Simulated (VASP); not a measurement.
# CaSe (Fm-3m) in VASP: vibrations by perturbation theory with PBE

Aim: the vibrations by perturbation theory of CaSe with PBE.

Everything below comes from runs of VASP 6.6.1. Logs are shortened: lines on timing, memory, paths and dates and some standing lists are left out, and cuts for length are marked.

## 1. The cell of the first run

It takes space group Fm-3m (No. 225, cubic). The conventional cell has a = 5.410 Å, b = 5.410 Å, c = 5.410 Å, α = 90.00°, β = 90.00°, γ = 90.00°. Within 3.6 Å of Ca (site symmetry m-3m) lie 6 Se at 2.71 Å. Se (site symmetry m-3m) has 6 Ca at 2.71 Å within 3.6 Å.

## 2. Vibrations by perturbation theory, PBE

Input file INCAR:

```
SYSTEM = CaSe
  PREC = Accurate
  ENCUT = 520
  EDIFF = 1E-8
  ISMEAR = 0
  SIGMA = 0.01
  LREAL = .FALSE.
  LASPH = .TRUE.
  NELM = 100
  ALGO = Normal
  ISIF = 2
  LWAVE = .FALSE.
  LCHARG = .TRUE.
  GGA = PE
  IBRION = 8
  NSW = 1
  LEPSILON = .TRUE.
```

Input file KPOINTS:

```
regular mesh
0
G
  10 10 10
  0 0 0
```

Input file POSCAR:

```
CaSe
1.0
    0.0000000000      2.7050751122      2.7050751122
    2.7050751122      0.0000000000      2.7050751122
    2.7050751122      2.7050751122      0.0000000000
Ca Se
1 1
Direct
    0.0000000000      0.0000000000      0.0000000000
    0.5000000000      0.5000000000      0.5000000000
```

Potentials or basis: VASP PAW PBE potentials, release 64 (Ca_sv, Se).

Command:

```console
$ cat potpaw_PBE.64/Ca_sv/POTCAR potpaw_PBE.64/Se/POTCAR > POTCAR
$ mpirun -np 1 vasp_std > vasp.out
```

OUTCAR:

```text
SYSTEM = CaSe
   PREC = Accurate
   ENCUT = 520
   EDIFF = 1E-8
   ISMEAR = 0
   LREAL = .FALSE.
   LASPH = .TRUE.
   NELM = 100
   ISIF = 2
   GGA = PE
   IBRION = 8
   NSW = 1
   LEPSILON = .TRUE.

 ion  position               nearest neighbor table
   1  0.000  0.000  0.000-   2 2.71   2 2.71   2 2.71   2 2.71   2 2.71   2 2.71
   2  0.500  0.500  0.500-   1 2.71   1 2.71   1 2.71   1 2.71   1 2.71   1 2.71

  LATTYP: Found a face centered cubic cell.
 ALAT       =     5.4101502244

  Lattice vectors:

 A1 = (   0.0000000000,   2.7050751122,   2.7050751122)
 A2 = (   2.7050751122,   0.0000000000,   2.7050751122)
 A3 = (   2.7050751122,   2.7050751122,   0.0000000000)

Analysis of symmetry for initial positions (statically):
=====================================================================
 Subroutine PRICEL returns:
 Original cell was already a primitive cell.

 Routine SETGRP: Setting up the symmetry group for a
 face centered cubic supercell.

 Subroutine GETGRP returns: Found 48 space group operations
 (whereof 48 operations were pure point group operations)
 out of a pool of 48 trial point group operations.

The static configuration has the point symmetry O_h .

Analysis of symmetry for dynamics (positions and initial velocities):
=====================================================================
 Subroutine PRICEL returns:
 Original cell was already a primitive cell.

 Routine SETGRP: Setting up the symmetry group for a
 face centered cubic supercell.

 Subroutine GETGRP returns: Found 48 space group operations
 (whereof 48 operations were pure point group operations)
 out of a pool of 48 trial point group operations.

The dynamic configuration has the point symmetry O_h .

 Subroutine INISYM returns: Found 48 space group operations
 (whereof 48 operations are pure point group operations),
 and found     1 'primitive' translations

----------------------------------------------------------------------------------------

                                     Primitive cell

  volume of cell :      39.5884

  direct lattice vectors                    reciprocal lattice vectors
     0.000000000  2.705075112  2.705075112    -0.184837751  0.184837751  0.184837751
     2.705075112  0.000000000  2.705075112     0.184837751 -0.184837751  0.184837751
     2.705075112  2.705075112  0.000000000     0.184837751  0.184837751 -0.184837751

  length of vectors
     3.825553911  3.825553911  3.825553911     0.320148376  0.320148376  0.320148376

  position of ions in fractional coordinates (direct lattice)
     0.000000000  0.000000000  0.000000000
     0.500000000  0.500000000  0.500000000

  ion indices of the primitive-cell ions
   primitive index   ion index
                 1           1
                 2           2

----------------------------------------------------------------------------------------

 KPOINTS: regular mesh

Automatic generation of k-mesh.
 Grid dimensions read from file:
 generate k-points for:   10   10   10

 Generating k-lattice:

  Cartesian coordinates                     Fractional coordinates (reciprocal lattice)
    -0.018483775  0.018483775  0.018483775     0.100000000  0.000000000  0.000000000
     0.018483775 -0.018483775  0.018483775     0.000000000  0.100000000  0.000000000
     0.018483775  0.018483775 -0.018483775     0.000000000  0.000000000  0.100000000

  Length of vectors
     0.032014838  0.032014838  0.032014838

  Shift w.r.t. Gamma in fractional coordinates (k-lattice)
     0.000000000  0.000000000  0.000000000

 Subroutine IBZKPT returns following result:
 ===========================================

 Found     47 irreducible k-points:
[... 467 lines left out ...]
  energy-cutoff  :      520.00
  volume of cell :       39.59
      direct lattice vectors                 reciprocal lattice vectors
     0.000000000  2.705075112  2.705075112    -0.184837751  0.184837751  0.184837751
     2.705075112  0.000000000  2.705075112     0.184837751 -0.184837751  0.184837751
     2.705075112  2.705075112  0.000000000     0.184837751  0.184837751 -0.184837751

 POSITION                                       TOTAL-FORCE (eV/Angst)
 -----------------------------------------------------------------------------------
      0.00000      0.00000      0.00000         0.000000     -0.000000     -0.000000
      2.70508      2.70508      2.70508         0.000000      0.000000      0.000000
 -----------------------------------------------------------------------------------
    total drift:                                0.000000      0.000000      0.000000

  FREE ENERGIE OF THE ION-ELECTRON SYSTEM (eV)
  ---------------------------------------------------
  free  energy   TOTEN  =        -8.6480162537 eV

  energy  without entropy=       -8.6480162537  energy(sigma->0) =       -8.64801625

 HEAD OF MICROSCOPIC STATIC DIELECTRIC TENSOR (INDEPENDENT PARTICLE, excluding Hartree and local field effects)
 ------------------------------------------------------
           7.442105    -0.000000     0.000000
          -0.000000     7.442105    -0.000000
           0.000000    -0.000000     7.442105
 ------------------------------------------------------

 Free energy of the ion-electron system (eV)
  ---------------------------------------------------
  ---------------------------------------------------
  free energy    TOTEN  =        -0.70992268 eV

  energy without entropy =       -0.70992268

------------------------ aborting loop because EDIFF is reached ----------------------------------------

--------------------------------------- Ionic step        2  -------------------------------------------

------------------------ aborting loop because EDIFF is reached ----------------------------------------

--------------------------------------- Ionic step        3  -------------------------------------------

------------------------ aborting loop because EDIFF is reached ----------------------------------------

 PIEZOELECTRIC TENSOR FIELD DIRECTION 3  (e Angst)
 -----------------------------------------------------------------------------
    -0.00022  0.00000 -0.00000           (  0.00001  0.00000 -0.00000)
     0.00000 -0.00022  0.00000           (  0.00000  0.00001  0.00000)
    -0.00000  0.00000 -0.00289           ( -0.00000  0.00000  0.00003)

 PIEZOELECTRIC TENSOR FIELD DIRECTION 3  (C/m^2)
 -----------------------------------------------------------------------------
    -0.00009  0.00000 -0.00000
     0.00000 -0.00009  0.00000
    -0.00000  0.00000 -0.00117

--------------------------------------- Ionic step        4  -------------------------------------------

------------------------ aborting loop because EDIFF is reached ----------------------------------------

[... ionic steps 5 to 6 ...]

--------------------------------------- Ionic step        7  -------------------------------------------

 Free energy of the ion-electron system (eV)
  ---------------------------------------------------
  ---------------------------------------------------
  free energy    TOTEN  =        -0.08547476 eV

  energy without entropy =       -0.08547476

------------------------ aborting loop because EDIFF is reached ----------------------------------------

 INTERNAL STRAIN TENSOR  FOR ION    2  DIRECTION 1   (eV/Angst):
 -----------------------------------------------------------------------------
    -0.00081 -0.00000 -0.00000
    -0.00000  0.00124  0.00000
    -0.00000  0.00000  0.00124

 MACROSCOPIC STATIC DIELECTRIC TENSOR (including local field effects in DFT)
 ------------------------------------------------------
           6.939476    -0.000000    -0.000000
          -0.000000     6.939476     0.000000
          -0.000000     0.000000     6.939476
 ------------------------------------------------------

 PIEZOELECTRIC TENSOR (including local field effects)  for field in x, y, z        (e  Angst)
          XX          YY          ZZ          XY          YZ          ZX
  --------------------------------------------------------------------------------
  x     0.00000     0.00000     0.00000     0.00000     0.00000     0.00000
  y     0.00000     0.00000     0.00000     0.00000     0.00000     0.00000
  z     0.00000     0.00000     0.00000     0.00000     0.00000     0.00000

 PIEZOELECTRIC TENSOR (including local field effects)  for field in x, y, z        (C/m^2)
          XX          YY          ZZ          XY          YZ          ZX
  --------------------------------------------------------------------------------
  x     0.00000     0.00000     0.00000     0.00000     0.00000     0.00000
  y     0.00000     0.00000     0.00000     0.00000     0.00000     0.00000
  z     0.00000     0.00000     0.00000     0.00000     0.00000     0.00000

 BORN EFFECTIVE CHARGES (including local field effects) (in |e|, cummulative output)
 ---------------------------------------------------------------------------------
 ion    1
    1     2.32516    -0.00000     0.00000
    2     0.00000     2.32516     0.00000
    3     0.00000     0.00000     2.32516
 ion    2
    1    -2.32516     0.00000     0.00000
    2    -0.00000    -2.32516     0.00000
    3     0.00000     0.00000    -2.32516

 INTERNAL STRAIN TENSOR FOR ION    2 for displacements in x,y,z  (eV/Angst):
          X           Y           Z          XY          YZ          ZX
  --------------------------------------------------------------------------------
  x     0.00000     0.00000     0.00000     0.00000     0.00000     0.00000
  y     0.00000     0.00000     0.00000     0.00000     0.00000     0.00000
  z     0.00000     0.00000     0.00000     0.00000     0.00000     0.00000

 SECOND DERIVATIVES (NOT SYMMETRIZED)
 ------------------------------------
               1X          1Y          1Z          2X          2Y          2Z
  1X    -8.046628    0.000000    0.000000    8.046628    0.000000    0.000000
  1Y     0.000000   -8.046628    0.000000    0.000000    8.046628    0.000000
  1Z     0.000000    0.000000   -8.046628    0.000000    0.000000    8.046628
  2X     8.035706    0.000000    0.000000   -8.035706    0.000000    0.000000
  2Y     0.000000    8.035706    0.000000    0.000000   -8.035706    0.000000
  2Z     0.000000    0.000000    8.035706    0.000000    0.000000   -8.035706

 Eigenvectors and eigenvalues of the dynamical matrix
 ----------------------------------------------------

   1 f  =    8.598935 THz    54.028703 2PiTHz  286.829604 cm-1    35.562323 meV
             X         Y         Z           dx          dy          dz
      0.000000  0.000000  0.000000    -0.814629    0.000000    0.000000
      2.705075  2.705075  2.705075     0.579982    0.000000    0.000000
[... 21 lines left out ...]
   6 f/i=    0.002759 THz     0.017338 2PiTHz    0.092042 cm-1     0.011412 meV
             X         Y         Z           dx          dy          dz
      0.000000  0.000000  0.000000     0.000000    0.000000   -0.579982
      2.705075  2.705075  2.705075     0.000000    0.000000   -0.814629

--------------------------------------------------------------------------------------------------------

 MACROSCOPIC STATIC DIELECTRIC TENSOR IONIC CONTRIBUTION
 ------------------------------------------------------
           3.073167     0.000000    -0.000000
           0.000000     3.073167     0.000000
          -0.000000     0.000000     3.073167
 ------------------------------------------------------

 ELASTIC MODULI CONTR FROM IONIC RELAXATION (kBar)
 Direction    XX          YY          ZZ          XY          YZ          ZX
 --------------------------------------------------------------------------------
 XX           0.0000      0.0000      0.0000      0.0000      0.0000      0.0000
 YY           0.0000      0.0000      0.0000      0.0000      0.0000      0.0000
 ZZ           0.0000      0.0000      0.0000      0.0000      0.0000      0.0000
 XY           0.0000      0.0000      0.0000      0.0000      0.0000      0.0000
 YZ           0.0000      0.0000      0.0000      0.0000      0.0000      0.0000
 ZX           0.0000      0.0000      0.0000      0.0000      0.0000      0.0000
 --------------------------------------------------------------------------------

 PIEZOELECTRIC TENSOR IONIC CONTR  for field in x, y, z        (C/m^2)
          XX          YY          ZZ          XY          YZ          ZX
  --------------------------------------------------------------------------------
  x     0.00000     0.00000     0.00000     0.00000     0.00000     0.00000
  y     0.00000     0.00000     0.00000     0.00000     0.00000     0.00000
  z     0.00000     0.00000     0.00000     0.00000     0.00000     0.00000
```

Run time: 9.2 min. Hardware: 1 thread of Intel Xeon Platinum 8488C (Sapphire Rapids), shared host; peak memory 0.28 GiB.

What came out:

```
Electronic dielectric tensor (diagonal)                 : 6.94
Born charges (mean of the diagonal)                     : Ca +2.33; Se -2.33 e
Highest phonon frequency at Γ, LO-TO splitting left out : 287 cm⁻¹
```

Phonon frequencies in cm⁻¹ (negative: imaginary):
```tsv
q point	frequencies
(0.000, 0.000, 0.000)	0 0 0 287 287 287
```

Electronic dielectric tensor:
```
6.94 0.00 0.00
0.00 6.94 0.00
0.00 0.00 6.94
```

Born effective charge tensors (e):
atom 1, Ca
```
2.33 0.00 0.00
0.00 2.33 0.00
0.00 0.00 2.33
```
atom 2, Se
```
-2.33  0.00  0.00
 0.00 -2.33  0.00
 0.00  0.00 -2.33
```

Caveat: the cell wasn't relaxed at this level first, which shifts response properties.
